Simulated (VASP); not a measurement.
# Be3Se2O (P6/mmm) in VASP: further runs

Be3Se2O is run at these levels: PBE; tasks: single point.

Program: VASP 6.6.1. These are calculated values, not measurements. Logs are shortened: lines on timing, memory, paths and dates and some standing lists are left out, and cuts for length are marked.

## Step 1: The cell of the first run

The structure is hexagonal, space group P6/mmm (No. 191). The conventional cell has a = 5.528 Å, b = 5.528 Å, c = 3.207 Å, α = 90.00°, β = 90.00°, γ = 120.00°. Be (site symmetry mmm) has 4 Se at 2.26 Å and 4 Be at 2.76 Å within 3.0 Å. Within 3.0 Å of Se (site symmetry -6m2) lie 6 Be at 2.26 Å. Within 4.2 Å of O (site symmetry 6/mmm) lie 6 Se at 3.19 Å and 12 Be at 3.20 Å and 2 O at 3.21 Å.

The cell was built from a structure type or drawn by symmetry, and may not be a known phase.

## Step 2: Single point, PBE

INCAR

```
  ALGO = Normal
  EDIFF = 1E-7
  ENCUT = 520
  GGA = PE
  ISIF = 2
  ISMEAR = 0
  LASPH = True
  LCHARG = False
  LREAL = False
  LWAVE = False
  NBANDS = 21
  NELM = 60
  PREC = Accurate
  SIGMA = 0.1
```

KPOINTS

```
k-points
0
Gamma
  6 6 6
```

POSCAR

```
Be3Se2O
1.0
    5.5282805600      0.0000000000      0.0000000000
   -2.7641402800      4.7876314000      0.0000000000
    0.0000000000      0.0000000000      3.2074497400
Be Se O
3 2 1
Direct
    0.0000000000      0.5000000000      0.0000000000
    0.5000000000      0.0000000000      0.0000000000
    0.5000000000      0.5000000000      0.0000000000
    0.3333333300      0.6666666700      0.5000000000
    0.6666666700      0.3333333300      0.5000000000
    0.0000000000      0.0000000000      0.5000000000
```

Potentials or basis: VASP PAW PBE potentials, release 64 (Be, Se, O).

Launch:

```console
$ cat potpaw_PBE.64/Be/POTCAR potpaw_PBE.64/Se/POTCAR potpaw_PBE.64/O/POTCAR > POTCAR
$ mpirun -np 1 vasp_std > vasp.out
```

OUTCAR:

```text
EDIFF = 1E-7
   ENCUT = 520
   GGA = PE
   ISIF = 2
   ISMEAR = 0
   LASPH = True
   LREAL = False
   NELM = 60
   PREC = Accurate

 ion  position               nearest neighbor table
   1  0.000  0.500  0.000-   4 2.26   5 2.26   4 2.26   5 2.26
   2  0.500  0.000  0.000-   4 2.26   5 2.26   4 2.26   5 2.26
   3  0.500  0.500  0.000-   4 2.26   5 2.26   4 2.26   5 2.26
   4  0.333  0.667  0.500-   2 2.26   2 2.26   1 2.26   1 2.26   3 2.26   3 2.26
   5  0.667  0.333  0.500-   2 2.26   2 2.26   1 2.26   1 2.26   3 2.26   3 2.26
   6  0.000  0.000  0.500-

  LATTYP: Found a hexagonal cell.
 ALAT       =     5.5282805600
 C/A-ratio  =     0.5801893926

  Lattice vectors:

 A1 = (   5.5282805600,   0.0000000000,   0.0000000000)
 A2 = (  -2.7641402800,   4.7876314000,   0.0000000000)
 A3 = (   0.0000000000,   0.0000000000,   3.2074497400)

Analysis of symmetry for initial positions (statically):
=====================================================================
 Subroutine PRICEL returns:
 Original cell was already a primitive cell.

 Routine SETGRP: Setting up the symmetry group for a
 hexagonal supercell.

 Subroutine GETGRP returns: Found 24 space group operations
 (whereof 24 operations were pure point group operations)
 out of a pool of 24 trial point group operations.

The static configuration has the point symmetry D_6h.

Analysis of symmetry for dynamics (positions and initial velocities):
=====================================================================
 Subroutine PRICEL returns:
 Original cell was already a primitive cell.

 Routine SETGRP: Setting up the symmetry group for a
 hexagonal supercell.

 Subroutine GETGRP returns: Found 24 space group operations
 (whereof 24 operations were pure point group operations)
 out of a pool of 24 trial point group operations.

The dynamic configuration has the point symmetry D_6h.

 Subroutine INISYM returns: Found 24 space group operations
 (whereof 24 operations are pure point group operations),
 and found     1 'primitive' translations

----------------------------------------------------------------------------------------

                                     Primitive cell

  volume of cell :      84.8928

  direct lattice vectors                    reciprocal lattice vectors
     5.528280560  0.000000000  0.000000000     0.180888070  0.104435776  0.000000000
    -2.764140280  4.787631400  0.000000000     0.000000000  0.208871552  0.000000000
     0.000000000  0.000000000  3.207449740     0.000000000  0.000000000  0.311774176

  length of vectors
     5.528280560  5.528280556  3.207449740     0.208871552  0.208871552  0.311774176

  position of ions in fractional coordinates (direct lattice)
     1.000000000  0.500000000  0.000000000
     0.500000000  0.000000000  0.000000000
     0.500000000  0.500000000  0.000000000
     0.333333330  0.666666670  0.500000000
     0.666666670  0.333333330  0.500000000
     0.000000000  0.000000000  0.500000000

  ion indices of the primitive-cell ions
   primitive index   ion index
                 1           1
                 2           2
                 3           3
                 4           4
                 5           5
                 6           6

----------------------------------------------------------------------------------------

 KPOINTS: k-points

Automatic generation of k-mesh.
 Grid dimensions read from file:
 generate k-points for:    6    6    6

 Generating k-lattice:

  Cartesian coordinates                     Fractional coordinates (reciprocal lattice)
     0.030148012  0.017405963  0.000000000     0.166666667 -0.000000000  0.000000000
     0.000000000  0.034811925  0.000000000     0.000000000  0.166666667  0.000000000
     0.000000000  0.000000000  0.051962363     0.000000000  0.000000000  0.166666667

  Length of vectors
     0.034811925  0.034811925  0.051962363

  Shift w.r.t. Gamma in fractional coordinates (k-lattice)
     0.000000000  0.000000000  0.000000000

 Subroutine IBZKPT returns following result:
 ===========================================

 Found     28 irreducible k-points:

 Following reciprocal coordinates:
            Coordinates               Weight
  0.000000  0.000000  0.000000      1.000000
  0.166667  0.000000  0.000000      6.000000
  0.333333  0.000000  0.000000      6.000000
  0.500000  0.000000  0.000000      3.000000
  0.166667  0.166667  0.000000      6.000000
  0.333333  0.166667  0.000000     12.000000
[... 16 lines left out ...]
  0.166667  0.000000  0.500000      6.000000
  0.333333  0.000000  0.500000      6.000000
 [... further k-points ...]
   k-points           NKPTS =     28   k-points in BZ     NKDIM =     28   number of bands    NBANDS=     21
   number of dos      NEDOS =    301   number of ions     NIONS =      6
   total plane-waves  NPLWV =  42336
   dimension x,y,z NGX =    42 NGY =   42 NGZ =   24
   dimension x,y,z NGXF=    84 NGYF=   84 NGZF=   48
   ions per type =               3   2   1
   NGX,Y,Z   is equivalent  to a cutoff of  12.63, 12.63, 12.44 a.u.
   NGXF,Y,Z  is equivalent  to a cutoff of  25.26, 25.26, 24.88 a.u.
 SYSTEM =  unknown system
   PREC   = accura    normal or accurate (medium, high low for compatibility)
   ISTART =      0    job   : 0-new  1-cont  2-samecut
   ICHARG =      2    charge: 1-file 2-atom 10-const
   ISPIN  =      1    spin polarized calculation?
   LNONCOLLINEAR =      F non collinear calculations
   LSORBIT =      F    spin-orbit coupling
   LASPH  =      T    aspherical Exc in radial PAW
   ENCUT  =  520.0 eV  38.22 Ry    6.18 a.u.  10.28 10.28  5.96*2*pi/ulx,y,z
   NELM   =     60;   NELMIN=  2; NELMDL= -5     # of ELM steps
   EDIFF  = 0.1E-06   stopping-criterion for ELM
   LREAL  =      F    real-space projection
   EDIFFG = 0.1E-05   stopping-criterion for IOM
   NSW    =      0    number of steps for IOM
   IBRION =     -1    ionic relax: 0-MD 1-quasi-New 2-CG
   NFREE  =      0    steps in history (QN), initial steepest desc. (CG)
   ISIF   =      2    stress and relaxation
   ISYM   =      2    0-nonsym 1-usesym 2-fastsym
   POTIM  = 0.5000    time-step for ionic-motion
   TEBEG  =    0.0;   TEEND  =   0.0 temperature during run
   PSTRESS=    0.0 pullay stress
   NELECT =      24.0000    total number of electrons
   NUPDOWN=      -1.0000    fix difference up-down
   EMIN   =  10.00;   EMAX   =-10.00  energy-range for DOS
   EFERMI =   0.00;   METHOD = LEGACY
   ISMEAR =     0;   SIGMA  =   0.10  broadening in eV -4-tet -1-fermi 0-gaus
   EFERMI_NEDOS =   21; number of points for ismear=-14 and -15
   IALGO  =     38    algorithm
   IMIX   =      4    mixing-type and parameters
     AMIX     =   0.40;   BMIX     =  1.00
     AMIX_MAG =   1.60;   BMIX_MAG =  1.00
  volume/ion in A,a.u.               =      14.15        95.48
  Fermi-wavevector in a.u.,A,eV,Ry     =   1.074455  2.030426 15.707304  1.154454
  Thomas-Fermi vector in A             =   2.210284
   LORBIT       =      0    0 simple, 1 ext, 2 COOP (PROOUT), +10 PAW based schemes
   GGA     = PE    functional components
   LHFCALC =     F    Hartree Fock is set to
   AEXX    =    0.0000 exact exchange contribution
   IVDW    =     0    specifies the selected vdW correction
   LEPSILON=     F    determine dielectric tensor
   LRPA    =     F    only Hartree local field effects (RPA)
 non-spin polarized calculation
 Gauss-broadening in eV      SIGMA  =   0.10
  energy-cutoff  :      520.00
  volume of cell :       84.89
 maximum number of plane-waves:      2310
 NGX is ok and might be reduce to    42
   NGX = 21   NGY = 21   NGZ = 11

 number of electron      23.9999992 magnetization

 Free energy of the ion-electron system (eV)
  ---------------------------------------------------
  ext. energy  EPLUGINS =         0.00000000
  ---------------------------------------------------
  free energy    TOTEN  =       -20.03263050 eV

  energy without entropy =      -20.00958406  energy(sigma->0) =      -20.02110728

 E-fermi :   4.4587     XC(G=0):  -9.7830

 val. band max:        4.4572297793   @ k =   0.3333   0.0000   0.5000
 cond. band min:       4.4681842386   @ k =   0.3333   0.0000   0.3333
 fundamental gap:      0.0109544593
 Fermi energy:         4.4587419916

 k-point     1 :       0.0000    0.0000    0.0000
  band No.  band energies     occupation
      1     -11.9424      2.00000
      2     -10.5486      2.00000
      3     -10.1764      2.00000
      4      -2.4456      2.00000
      5      -2.4456      2.00000
      6      -0.2976      2.00000
[... 13 lines left out ...]
     20      11.3133      0.00000
     21      12.8469      0.00000

 k-point     2 :       0.1667    0.0000    0.0000
  band No.  band energies     occupation
      1     -11.8484      2.00000
      2     -10.5860      2.00000
      3     -10.2958      2.00000
      4      -2.6068      2.00000
      5      -2.3605      2.00000
      6      -0.0450      2.00000
[... 13 lines left out ...]
     20      10.4506      0.00000
     21      12.5920      0.00000

 k-point     3 :       0.3333    0.0000    0.0000
  band No.  band energies     occupation
      1     -11.5866      2.00000
      2     -10.7441      2.00000
      3     -10.5245      2.00000
      4      -2.8517      2.00000
      5      -2.0653      2.00000
      6       0.1961      2.00000
[... 13 lines left out ...]
     20      10.5771      0.00000
     21      12.0165      0.00000
[... 457 lines left out ...]
 k-point    23 :       0.1667    0.0000    0.5000
  band No.  band energies     occupation
      1     -10.8872      2.00000
      2     -10.0270      2.00000
      3      -8.5767      2.00000
      4      -4.7096      2.00000
      5      -3.7518      2.00000
      6      -1.6147      2.00000
[... 13 lines left out ...]
     20      11.9795      0.00000
     21      12.1581      0.00000

 k-point    24 :       0.3333    0.0000    0.5000
  band No.  band energies     occupation
      1     -10.7267      2.00000
      2      -9.9803      2.00000
      3      -8.9650      2.00000
      4      -4.5483      2.00000
      5      -3.9300      2.00000
      6      -1.7562      2.00000
[... 13 lines left out ...]
     20      11.7141      0.00000
     21      11.9030      0.00000

 [... further k-points ...]

------------------------ aborting loop because EDIFF is reached ----------------------------------------

  FORCE on cell =-STRESS in cart. coord.  units (eV):
  Direction    XX          YY          ZZ          XY          YZ          ZX
  --------------------------------------------------------------------------------------
  -------------------------------------------------------------------------------------
  Total        3.8589408      3.8589408      0.6267895      0.0000000      0.0000000      0.0000000
  in kB       72.8296220     72.8296219     11.8293714      0.0000000      0.0000000      0.0000000
  external PRESSURE =      52.4962051 kB  Pullay stress =       0.0000000 kB

 VOLUME and BASIS-vectors are now :
 -----------------------------------------------------------------------------
  energy-cutoff  :      520.00
  volume of cell :       84.89
      direct lattice vectors                 reciprocal lattice vectors
     5.528280560  0.000000000  0.000000000     0.180888070  0.104435776  0.000000000
    -2.764140280  4.787631400  0.000000000     0.000000000  0.208871552  0.000000000
     0.000000000  0.000000000  3.207449740     0.000000000  0.000000000  0.311774176

 POSITION                                       TOTAL-FORCE (eV/Angst)
 -----------------------------------------------------------------------------------
     -1.38207      2.39382      0.00000         0.000000      0.000000      0.000000
      2.76414      0.00000      0.00000         0.000000      0.000000      0.000000
      1.38207      2.39382      0.00000         0.000000      0.000000      0.000000
     -0.00000      3.19175      1.60372        -0.000000      0.000000      0.000000
      2.76414      1.59588      1.60372         0.000000     -0.000000     -0.000000
      0.00000      0.00000      1.60372         0.000000      0.000000      0.000000
 -----------------------------------------------------------------------------------
    total drift:                                0.000000     -0.000000      0.000000

  FREE ENERGIE OF THE ION-ELECTRON SYSTEM (eV)
  ---------------------------------------------------
  free  energy   TOTEN  =       -20.0326305001 eV

  energy  without entropy=      -20.0095840641  energy(sigma->0) =      -20.02110728
```

Run time: 28 s. Hardware: 1 thread of Intel Xeon 6975P-C (Granite Rapids), shared host; peak memory 0.21 GiB.

Results:

```
Free energy            : -20.0326 eV
Pressure               : 5.2 GPa
Band gap on the k mesh : zero (bands 12 and 13 overlap by 0.49 eV)
```

Stress tensor (GPa, compression positive):
```
7.28 0.00 0.00
0.00 7.28 0.00
0.00 0.00 1.18
```

Caveat: the cell stands under pressure; semilocal functionals underestimate gaps, so a narrow gap can read as zero.

## Step 3: Single point, PBE, collinear spin, ferromagnetic start

INCAR

```
SYSTEM = Be3Se2O
PREC = Accurate ; ENCUT = 520
EDIFF = 1E-6 ; ISMEAR = 0
SIGMA = 0.1 ; LREAL = .False.
LASPH = .True. ; NELM = 150
ALGO = Normal ; ISIF = 2
LWAVE = .False. ; LCHARG = .False.
ISPIN = 2 ; MAGMOM = 0 0 0 0 0 1
LORBIT = 11 ; GGA = PE
NBANDS = 25
```

KPOINTS

```
regular mesh
0
Gamma
  6 6 6
  0 0 0
```

POSCAR is that of step 2.

Potentials or basis: VASP PAW PBE potentials, release 64 (Be, Se, O).

Launch:

```console
$ cat potpaw_PBE.64/Be/POTCAR potpaw_PBE.64/Se/POTCAR potpaw_PBE.64/O/POTCAR > POTCAR
$ mpirun -np 1 vasp_std > vasp.out
```

OUTCAR:

```text
SYSTEM = Be3Se2O
   PREC = Accurate
   ENCUT = 520
   EDIFF = 1E-6
   ISMEAR = 0
   LREAL = .False.
   LASPH = .True.
   NELM = 150
   ISIF = 2
   ISPIN = 2
   LORBIT = 11
   GGA = PE

 ion  position               nearest neighbor table
   1  0.000  0.500  0.000-   4 2.26   5 2.26   4 2.26   5 2.26
   2  0.500  0.000  0.000-   4 2.26   5 2.26   4 2.26   5 2.26
   3  0.500  0.500  0.000-   4 2.26   5 2.26   4 2.26   5 2.26
   4  0.333  0.667  0.500-   2 2.26   2 2.26   1 2.26   1 2.26   3 2.26   3 2.26
   5  0.667  0.333  0.500-   2 2.26   2 2.26   1 2.26   1 2.26   3 2.26   3 2.26
   6  0.000  0.000  0.500-

  LATTYP: Found a hexagonal cell.
 ALAT       =     5.5282805600
 C/A-ratio  =     0.5801893926

  Lattice vectors:

 A1 = (   5.5282805600,   0.0000000000,   0.0000000000)
 A2 = (  -2.7641402800,   4.7876314000,   0.0000000000)
 A3 = (   0.0000000000,   0.0000000000,   3.2074497400)

Analysis of symmetry for initial positions (statically):
=====================================================================
 Subroutine PRICEL returns:
 Original cell was already a primitive cell.

 Routine SETGRP: Setting up the symmetry group for a
 hexagonal supercell.

 Subroutine GETGRP returns: Found 24 space group operations
 (whereof 24 operations were pure point group operations)
 out of a pool of 24 trial point group operations.

The static configuration has the point symmetry D_6h.

Analysis of symmetry for dynamics (positions and initial velocities):
=====================================================================
 Subroutine PRICEL returns:
 Original cell was already a primitive cell.

 Routine SETGRP: Setting up the symmetry group for a
 hexagonal supercell.

 Subroutine GETGRP returns: Found 24 space group operations
 (whereof 24 operations were pure point group operations)
 out of a pool of 24 trial point group operations.

The dynamic configuration has the point symmetry D_6h.

[... 180 lines left out ...]
 k-point     1 :       0.0000    0.0000    0.0000
  band No.  band energies     occupation
      1     -11.9425      1.00000
      2     -10.5490      1.00000
      3     -10.1764      1.00000
      4      -2.4456      1.00000
      5      -2.4456      1.00000
      6      -0.2976      1.00000
[... 637 lines left out ...]
     23      12.6009      0.00000
     24      15.8793      0.00000

 [... further k-points ...]

 spin component 2

 k-point     1 :       0.0000    0.0000    0.0000
  band No.  band energies     occupation
      1     -11.9424      1.00000
      2     -10.5486      1.00000
      3     -10.1764      1.00000
      4      -2.4456      1.00000
      5      -2.4456      1.00000
      6      -0.2975      1.00000
[... 637 lines left out ...]
     23      12.6008      0.00000
     24      15.8794      0.00000

 [... further k-points ...]

 [bands above 24 left out]

------------------------ aborting loop because EDIFF is reached ----------------------------------------

  FORCE on cell =-STRESS in cart. coord.  units (eV):
  Direction    XX          YY          ZZ          XY          YZ          ZX
  --------------------------------------------------------------------------------------
  -------------------------------------------------------------------------------------
  Total        3.8615487      3.8615487      0.6323140      0.0000000      0.0000000      0.0000000
  in kB       72.8788417     72.8788415     11.9336354      0.0000000      0.0000000      0.0000000
  external PRESSURE =      52.5637729 kB  Pullay stress =       0.0000000 kB

 VOLUME and BASIS-vectors are now :
 -----------------------------------------------------------------------------
  energy-cutoff  :      520.00
  volume of cell :       84.89
      direct lattice vectors                 reciprocal lattice vectors
     5.528280560  0.000000000  0.000000000     0.180888070  0.104435776  0.000000000
    -2.764140280  4.787631400  0.000000000     0.000000000  0.208871552  0.000000000
     0.000000000  0.000000000  3.207449740     0.000000000  0.000000000  0.311774176

 POSITION                                       TOTAL-FORCE (eV/Angst)
 -----------------------------------------------------------------------------------
     -1.38207      2.39382      0.00000         0.000000      0.000000      0.000000
      2.76414      0.00000      0.00000        -0.000000      0.000000      0.000000
      1.38207      2.39382      0.00000         0.000000      0.000000      0.000000
     -0.00000      3.19175      1.60372        -0.000000      0.000000      0.000000
      2.76414      1.59588      1.60372         0.000000      0.000000     -0.000000
      0.00000      0.00000      1.60372        -0.000000      0.000000      0.000000
 -----------------------------------------------------------------------------------
    total drift:                                0.000000     -0.000000      0.000000

  FREE ENERGIE OF THE ION-ELECTRON SYSTEM (eV)
  ---------------------------------------------------
  free  energy   TOTEN  =       -20.0326292322 eV

  energy  without entropy=      -20.0095864593  energy(sigma->0) =      -20.02110785

 total charge

# of ion       s       p       d       tot
------------------------------------------
    1        0.365   0.503   0.000   0.868
    2        0.365   0.503   0.000   0.868
    3        0.365   0.503   0.000   0.868
    4        1.443   2.518   0.075   4.036
    5        1.443   2.518   0.075   4.036
    6        1.596   3.126   0.000   4.722
--------------------------------------------------
tot          5.576   9.671   0.150  15.398

 magnetization (x)

# of ion       s       p       d       tot
------------------------------------------
    1        0.000   0.000   0.000   0.000
    2        0.000   0.000   0.000   0.000
    3        0.000   0.000   0.000   0.000
    4       -0.000   0.000   0.000   0.000
    5       -0.000   0.000   0.000   0.000
    6        0.000   0.000   0.000   0.000
--------------------------------------------------
tot          0.000   0.000   0.000   0.000
```

It took 92 s on 1 thread of Intel Xeon 6975P-C (Granite Rapids), shared host; peak memory 0.28 GiB.

Results:

```yaml
Free_energy: -20.0326 eV
Pressure: 5.3 GPa
Band_gap_on_the_k_mesh: zero (filled and empty bands overlap)
Net_moment: 0.00 μB per cell
Valence_electrons_inside_the_program's_atomic_spheres: Be 0.87; Se 4.04; O 4.72
```

Caveat: the cell stands under pressure; semilocal functionals underestimate gaps, so a narrow gap can read as zero.

[end of part 1 of 2]
